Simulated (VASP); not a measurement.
# Hg (Im-3m) in VASP: notebook, part 2 of 2

VASP 6.6.1. The steps go on from the part before.

### 3 Single point, PBE

This run uses another cell than the first one, of 26.99 Å³/atom, 1.120 times its volume.

INCAR reads:

```
  PREC = Accurate
  ENCUT = 500
  EDIFF = 1E-6
  ISMEAR = 0
  SIGMA = 0.05
  LREAL = F
  LASPH = T
  NELM = 120
  ALGO = Normal
  ISIF = 2
  LWAVE = F
  LCHARG = F
  GGA = PE
  NBANDS = 12
  GGA_COMPAT = F
```

KPOINTS reads:

```
Automatic mesh
0
Gamma
  8 8 8
```

POSCAR reads:

```
Hg
1.0
   -1.8895995302      1.8895995302      1.8895995302
    1.8895995302     -1.8895995302      1.8895995302
    1.8895995302      1.8895995302     -1.8895995302
Hg
1
Direct
    0.0000000000      0.0000000000      0.0000000000
```

Potentials or basis: VASP PAW PBE potentials, release 64 (Hg).

Run with:

```
cat potpaw_PBE.64/Hg/POTCAR > POTCAR
mpirun -np 1 vasp_std > vasp.out
```

OUTCAR:

```text
PREC = Accurate
   ENCUT = 500
   EDIFF = 1E-6
   ISMEAR = 0
   LREAL = F
   LASPH = T
   NELM = 120
   ISIF = 2
   GGA = PE

 ion  position               nearest neighbor table
   1  0.000  0.000  0.000-

  LATTYP: Found a body centered cubic cell.
 ALAT       =     3.7791990604

  Lattice vectors:

 A1 = (  -1.8895995302,   1.8895995302,   1.8895995302)
 A2 = (   1.8895995302,  -1.8895995302,   1.8895995302)
 A3 = (   1.8895995302,   1.8895995302,  -1.8895995302)

Analysis of symmetry for initial positions (statically):
=====================================================================
 Subroutine PRICEL returns:
 Original cell was already a primitive cell.

 Routine SETGRP: Setting up the symmetry group for a
 body centered cubic supercell.

 Subroutine GETGRP returns: Found 48 space group operations
 (whereof 48 operations were pure point group operations)
 out of a pool of 48 trial point group operations.

The static configuration has the point symmetry O_h .

Analysis of symmetry for dynamics (positions and initial velocities):
=====================================================================
 Subroutine PRICEL returns:
 Original cell was already a primitive cell.

 Routine SETGRP: Setting up the symmetry group for a
 body centered cubic supercell.

 Subroutine GETGRP returns: Found 48 space group operations
 (whereof 48 operations were pure point group operations)
 out of a pool of 48 trial point group operations.

The dynamic configuration has the point symmetry O_h .

 Subroutine INISYM returns: Found 48 space group operations
 (whereof 48 operations are pure point group operations),
 and found     1 'primitive' translations

----------------------------------------------------------------------------------------

                                     Primitive cell

  volume of cell :      26.9879

  direct lattice vectors                    reciprocal lattice vectors
    -1.889599530  1.889599530  1.889599530     0.000000000  0.264606332  0.264606332
     1.889599530 -1.889599530  1.889599530     0.264606332  0.000000000  0.264606332
     1.889599530  1.889599530 -1.889599530     0.264606332  0.264606332  0.000000000

  length of vectors
     3.272882392  3.272882392  3.272882392     0.374209863  0.374209863  0.374209863

  position of ions in fractional coordinates (direct lattice)
     0.000000000  0.000000000  0.000000000

  ion indices of the primitive-cell ions
   primitive index   ion index
                 1           1

----------------------------------------------------------------------------------------

 KPOINTS: Automatic mesh

Automatic generation of k-mesh.
 Grid dimensions read from file:
 generate k-points for:    8    8    8

 Generating k-lattice:

  Cartesian coordinates                     Fractional coordinates (reciprocal lattice)
     0.000000000  0.033075791  0.033075791     0.125000000  0.000000000  0.000000000
     0.033075791  0.000000000  0.033075791     0.000000000  0.125000000  0.000000000
     0.033075791  0.033075791  0.000000000     0.000000000  0.000000000  0.125000000

  Length of vectors
     0.046776233  0.046776233  0.046776233

  Shift w.r.t. Gamma in fractional coordinates (k-lattice)
     0.000000000  0.000000000  0.000000000

 Subroutine IBZKPT returns following result:
 ===========================================

 Found     29 irreducible k-points:

 Following reciprocal coordinates:
            Coordinates               Weight
  0.000000  0.000000  0.000000      1.000000
  0.125000  0.000000  0.000000     12.000000
  0.250000  0.000000  0.000000     12.000000
  0.375000  0.000000  0.000000     12.000000
  0.500000  0.000000  0.000000      6.000000
  0.125000  0.125000  0.000000     24.000000
[... 16 lines left out ...]
 -0.250000  0.250000  0.250000      6.000000
 -0.375000  0.375000  0.250000     24.000000
 [... further k-points ...]
   k-points           NKPTS =     29   k-points in BZ     NKDIM =     29   number of bands    NBANDS=     12
   number of dos      NEDOS =    301   number of ions     NIONS =      1
   total plane-waves  NPLWV =  13824
   dimension x,y,z NGX =    24 NGY =   24 NGZ =   24
   dimension x,y,z NGXF=    48 NGYF=   48 NGZF=   48
   ions per type =               1
   NGX,Y,Z   is equivalent  to a cutoff of  12.19, 12.19, 12.19 a.u.
   NGXF,Y,Z  is equivalent  to a cutoff of  24.38, 24.38, 24.38 a.u.
 SYSTEM =  unknown system
   PREC   = accura    normal or accurate (medium, high low for compatibility)
   ISTART =      0    job   : 0-new  1-cont  2-samecut
   ICHARG =      2    charge: 1-file 2-atom 10-const
   ISPIN  =      1    spin polarized calculation?
   LNONCOLLINEAR =      F non collinear calculations
   LSORBIT =      F    spin-orbit coupling
   LASPH  =      T    aspherical Exc in radial PAW
   ENCUT  =  500.0 eV  36.75 Ry    6.06 a.u.   5.97  5.97  5.97*2*pi/ulx,y,z
   NELM   =    120;   NELMIN=  2; NELMDL= -5     # of ELM steps
   EDIFF  = 0.1E-05   stopping-criterion for ELM
   LREAL  =      F    real-space projection
   EDIFFG = 0.1E-04   stopping-criterion for IOM
   NSW    =      0    number of steps for IOM
   IBRION =     -1    ionic relax: 0-MD 1-quasi-New 2-CG
   NFREE  =      0    steps in history (QN), initial steepest desc. (CG)
   ISIF   =      2    stress and relaxation
   ISYM   =      2    0-nonsym 1-usesym 2-fastsym
   POTIM  = 0.5000    time-step for ionic-motion
   TEBEG  =    0.0;   TEEND  =   0.0 temperature during run
   PSTRESS=    0.0 pullay stress
   NELECT =      12.0000    total number of electrons
   NUPDOWN=      -1.0000    fix difference up-down
   EMIN   =  10.00;   EMAX   =-10.00  energy-range for DOS
   EFERMI =   0.00;   METHOD = LEGACY
   ISMEAR =     0;   SIGMA  =   0.05  broadening in eV -4-tet -1-fermi 0-gaus
   EFERMI_NEDOS =   21; number of points for ismear=-14 and -15
   IALGO  =     38    algorithm
   IMIX   =      4    mixing-type and parameters
     AMIX     =   0.40;   BMIX     =  1.00
     AMIX_MAG =   1.60;   BMIX_MAG =  1.00
  volume/ion in A,a.u.               =      26.99       182.12
  Fermi-wavevector in a.u.,A,eV,Ry     =   1.249527  2.361263 21.243001  1.561317
  Thomas-Fermi vector in A             =   2.383563
   LORBIT       =      0    0 simple, 1 ext, 2 COOP (PROOUT), +10 PAW based schemes
   GGA     = PE    functional components
   LHFCALC =     F    Hartree Fock is set to
   AEXX    =    0.0000 exact exchange contribution
   IVDW    =     0    specifies the selected vdW correction
   LEPSILON=     F    determine dielectric tensor
   LRPA    =     F    only Hartree local field effects (RPA)
 non-spin polarized calculation
 Gauss-broadening in eV      SIGMA  =   0.05
  energy-cutoff  :      500.00
  volume of cell :       26.99
 maximum number of plane-waves:       703
   NGX = 11   NGY = 11   NGZ = 11

 number of electron      11.9999996 magnetization

 Free energy of the ion-electron system (eV)
  ---------------------------------------------------
  ext. energy  EPLUGINS =         0.00000000
  ---------------------------------------------------
  free energy    TOTEN  =        -0.18109711 eV

  energy without entropy =       -0.18045043  energy(sigma->0) =       -0.18077377

 E-fermi :   1.5078     XC(G=0): -10.1276

 val. band max:        1.5003464601   @ k =   0.5000   0.5000   0.1250
 cond. band min:       2.1949942193   @ k =   0.3750   0.1250   0.1250
 fundamental gap:      0.6946477592
 Fermi energy:         1.5077862273

 k-point     1 :       0.0000    0.0000    0.0000
  band No.  band energies     occupation
      1      -6.2491      2.00000
      2      -4.9436      2.00000
      3      -4.9436      2.00000
      4      -4.9436      2.00000
      5      -4.2546      2.00000
      6      -4.2546      2.00000
      7      16.3006      0.00000
      8      16.3006      0.00000
      9      16.3006      0.00000
     10      16.5040      0.00000
     11      16.5040      0.00000
     12      16.5040      0.00000

 k-point     2 :       0.1250    0.0000    0.0000
  band No.  band energies     occupation
      1      -5.8893      2.00000
      2      -4.9956      2.00000
      3      -4.9039      2.00000
      4      -4.7897      2.00000
      5      -4.3040      2.00000
      6      -4.2523      2.00000
      7      12.9237      0.00000
      8      14.9792      0.00000
      9      14.9866      0.00000
     10      16.0282      0.00000
     11      16.4343      0.00000
     12      16.9220      0.00000
[... 316 lines left out ...]
 k-point    24 :      -0.3750    0.3750    0.2500
  band No.  band energies     occupation
      1      -5.1035      2.00000
      2      -4.9178      2.00000
      3      -4.6275      2.00000
      4      -4.4253      2.00000
      5      -4.0286      2.00000
      6      -0.9098      2.00000
      7       5.5232      0.00000
      8       8.1795      0.00000
      9       9.5042      0.00000
     10      12.9184      0.00000
     11      17.6239      0.00000
     12      20.3652      0.00000

 [... further k-points ...]
[... 5 lines left out ...]
  --------------------------------------------------------------------------------------
  -------------------------------------------------------------------------------------
  Total        0.2310644      0.2310644      0.2310644     -0.0000000     -0.0000000     -0.0000000
  in kB       13.7174765     13.7174765     13.7174765     -0.0000000     -0.0000000     -0.0000000
  external PRESSURE =      13.7174765 kB  Pullay stress =       0.0000000 kB

 VOLUME and BASIS-vectors are now :
 -----------------------------------------------------------------------------
  energy-cutoff  :      500.00
  volume of cell :       26.99
      direct lattice vectors                 reciprocal lattice vectors
    -1.889599530  1.889599530  1.889599530     0.000000000  0.264606332  0.264606332
     1.889599530 -1.889599530  1.889599530     0.264606332  0.000000000  0.264606332
     1.889599530  1.889599530 -1.889599530     0.264606332  0.264606332  0.000000000

 POSITION                                       TOTAL-FORCE (eV/Angst)
 -----------------------------------------------------------------------------------
      0.00000      0.00000      0.00000        -0.000000      0.000000     -0.000000
 -----------------------------------------------------------------------------------
    total drift:                                0.000000      0.000000     -0.000000

  FREE ENERGIE OF THE ION-ELECTRON SYSTEM (eV)
  ---------------------------------------------------
  free  energy   TOTEN  =        -0.1810971145 eV

  energy  without entropy=       -0.1804504321  energy(sigma->0) =       -0.18077377
```

OSZICAR:

```text
N       E                     dE             d eps       ncg     rms          rms(c)
DAV:   1     0.721512040433E+02    0.72151E+02   -0.63237E+03   704   0.915E+02
DAV:   2     0.113005927920E+01   -0.71021E+02   -0.66720E+02   748   0.223E+02
DAV:   3    -0.198189865654E+00   -0.13282E+01   -0.13274E+01   808   0.338E+01
DAV:   4    -0.199496161841E+00   -0.13063E-02   -0.13063E-02   768   0.111E+00
DAV:   5    -0.199498137065E+00   -0.19752E-05   -0.19750E-05   808   0.415E-02    0.234E+00
DAV:   6    -0.181876912508E+00    0.17621E-01   -0.45398E-02   804   0.237E+00    0.183E+00
DAV:   7    -0.180924279376E+00    0.95263E-03   -0.63784E-03   784   0.769E-01    0.847E-01
DAV:   8    -0.181070403490E+00   -0.14612E-03   -0.72226E-04   760   0.325E-01    0.317E-02
DAV:   9    -0.181092561548E+00   -0.22158E-04   -0.12734E-05   768   0.320E-02    0.119E-02
DAV:  10    -0.181097185091E+00   -0.46235E-05   -0.49492E-06   752   0.222E-02    0.763E-04
DAV:  11    -0.181097114547E+00    0.70545E-07   -0.22856E-08   412   0.100E-03
   1 F= -.18109711E+00 E0= -.18077377E+00  d E =-.646682E-03
```

stdout:

```text
POSCAR found type information on POSCAR Hg
 POSCAR found :  1 types and       1 ions
 scaLAPACK will be used
 LDA part: xc-table for (Slater+PW92), standard interpolation
 POSCAR, INCAR and KPOINTS ok, starting setup
 FFT: planning ... GRIDC
 FFT: planning ... GRID_SOFT
 FFT: planning ... GRID
 WAVECAR not read
 entering main loop
```

Run time: 11 s. Hardware: 1 thread of Intel Xeon 8259CL, shared host; peak memory 0.14 GiB.

What came out:

- Free energy: -0.1811 eV
- Pressure: 1.4 GPa
- Band gap on the k mesh: zero (band 6 reaches 4.04 eV, above the bottom of band 7 at 0.92 eV)

Caveat: spin-orbit coupling is left out, which moves the levels of the heavy elements.

### 4 Single point, PBE

This run uses another cell than the first one, of 28.71 Å³/atom, 1.191 times its volume.

INCAR reads:

```
  ALGO = Normal
  EDIFF = 1E-6
  ENCUT = 500
  GGA = PE
  GGA_COMPAT = F
  ISIF = 2
  ISMEAR = 0
  LASPH = T
  LCHARG = T
  LELF = T
  LREAL = F
  LVHAR = T
  LWAVE = F
  NBANDS = 12
  NELM = 120
  PREC = Accurate
  SIGMA = 0.05
```

KPOINTS reads:

```
k-points
0
Gamma
  8 8 8
```

POSCAR reads:

```
Hg
1.0
   -1.9288830719      1.9288830719      1.9288830719
    1.9288830719     -1.9288830719      1.9288830719
    1.9288830719      1.9288830719     -1.9288830719
Hg
1
Direct
    0.0000000000      0.0000000000      0.0000000000
```

Potentials or basis: VASP PAW PBE potentials, release 64 (Hg).

Run with:

```
cat potpaw_PBE.64/Hg/POTCAR > POTCAR
mpirun -np 1 vasp_std > vasp.out
```

OUTCAR:

```text
EDIFF = 1E-6
   ENCUT = 500
   GGA = PE
   ISIF = 2
   ISMEAR = 0
   LASPH = T
   LREAL = F
   NELM = 120
   PREC = Accurate

 ion  position               nearest neighbor table
   1  0.000  0.000  0.000-

  LATTYP: Found a body centered cubic cell.
 ALAT       =     3.8577661438

  Lattice vectors:

 A1 = (  -1.9288830719,   1.9288830719,   1.9288830719)
 A2 = (   1.9288830719,  -1.9288830719,   1.9288830719)
 A3 = (   1.9288830719,   1.9288830719,  -1.9288830719)

Analysis of symmetry for initial positions (statically):
=====================================================================
 Subroutine PRICEL returns:
 Original cell was already a primitive cell.

 Routine SETGRP: Setting up the symmetry group for a
 body centered cubic supercell.

 Subroutine GETGRP returns: Found 48 space group operations
 (whereof 48 operations were pure point group operations)
 out of a pool of 48 trial point group operations.

The static configuration has the point symmetry O_h .

Analysis of symmetry for dynamics (positions and initial velocities):
=====================================================================
[... 160 lines left out ...]
 fundamental gap:      0.5539425010
 Fermi energy:         1.2713544423

 k-point     1 :       0.0000    0.0000    0.0000
  band No.  band energies     occupation
      1      -6.2283      2.00000
      2      -5.1963      2.00000
      3      -5.1963      2.00000
      4      -5.1963      2.00000
      5      -4.5884      2.00000
      6      -4.5884      2.00000
      7      15.1474      0.00000
      8      15.1474      0.00000
      9      15.1474      0.00000
     10      15.8782      0.00000
     11      15.8782      0.00000
     12      15.8782      0.00000
[... 331 lines left out ...]
 k-point    24 :      -0.3750    0.3750    0.2500
  band No.  band energies     occupation
      1      -5.3204      2.00000
      2      -5.1509      2.00000
      3      -4.9114      2.00000
      4      -4.7321      2.00000
      5      -4.3888      2.00000
      6      -1.2437      2.00000
      7       4.9595      0.00000
      8       7.5570      0.00000
      9       8.7483      0.00000
     10      12.1827      0.00000
     11      16.7074      0.00000
     12      19.3150      0.00000

 [... further k-points ...]
[... 5 lines left out ...]
  --------------------------------------------------------------------------------------
  -------------------------------------------------------------------------------------
  Total        0.0122575      0.0122575      0.0122575     -0.0000000      0.0000000     -0.0000000
  in kB        0.6841233      0.6841233      0.6841233     -0.0000000      0.0000000     -0.0000000
  external PRESSURE =       0.6841233 kB  Pullay stress =       0.0000000 kB

 VOLUME and BASIS-vectors are now :
 -----------------------------------------------------------------------------
  energy-cutoff  :      500.00
  volume of cell :       28.71
      direct lattice vectors                 reciprocal lattice vectors
    -1.928883072  1.928883072  1.928883072     0.000000000  0.259217372  0.259217372
     1.928883072 -1.928883072  1.928883072     0.259217372  0.000000000  0.259217372
     1.928883072  1.928883072 -1.928883072     0.259217372  0.259217372  0.000000000

 POSITION                                       TOTAL-FORCE (eV/Angst)
 -----------------------------------------------------------------------------------
      0.00000      0.00000      0.00000         0.000000     -0.000000     -0.000000
 -----------------------------------------------------------------------------------
    total drift:                               -0.000000      0.000000      0.000000

  FREE ENERGIE OF THE ION-ELECTRON SYSTEM (eV)
  ---------------------------------------------------
  free  energy   TOTEN  =        -0.1891078379 eV

  energy  without entropy=       -0.1884611555  energy(sigma->0) =       -0.18878450
```

It took 12 s on 1 thread of Intel Xeon 8259CL, shared host; peak memory 0.14 GiB.

What came out:

```
Free energy            : -0.1891 eV
Pressure               : 0.1 GPa
Band gap on the k mesh : zero (band 6 reaches 3.23 eV, above the bottom of band 7 at 0.74 eV)
```

Levels at points of the mesh, in eV from the Fermi level:
```
           k point  band 3  band 4  band 5  band 6  band 7  band 8  band 9  band 10
(0.00, 0.00, 0.00)   -6.47   -6.47   -5.86   -5.86   13.88   13.88   13.88    14.61
(0.50, 0.00, 0.00)   -5.91   -5.84   -5.42   -1.57   -0.54    8.51    9.57    12.96
(0.50, 0.50, 0.50)   -5.53   -5.53   -5.53    1.96    3.85    3.85    3.85     9.23
```

Caveat: spin-orbit coupling is left out, which moves the levels of the heavy elements.

### 5 Summary

```tsv
cell	gap on the mesh (eV)	pressure (GPa)
a = 3.152 Å, angles 109.5°, 1 atom	none	4.9
a = 3.273 Å, angles 109.5°, 1 atom	none	1.4
a = 3.341 Å, angles 109.5°, 1 atom	none	0.1
```

Alike in all rows: task single point; level PBE; potentials or basis VASP PAW PBE potentials, release 64 (Hg); no spin polarisation; k mesh 8 × 8 × 8; cutoff (eV) 500; smearing gaussian 0.05 eV.

Caveats: spin-orbit coupling is left out, which moves the levels of the heavy elements.

Absolute energies hang on the potentials; compare differences alone.
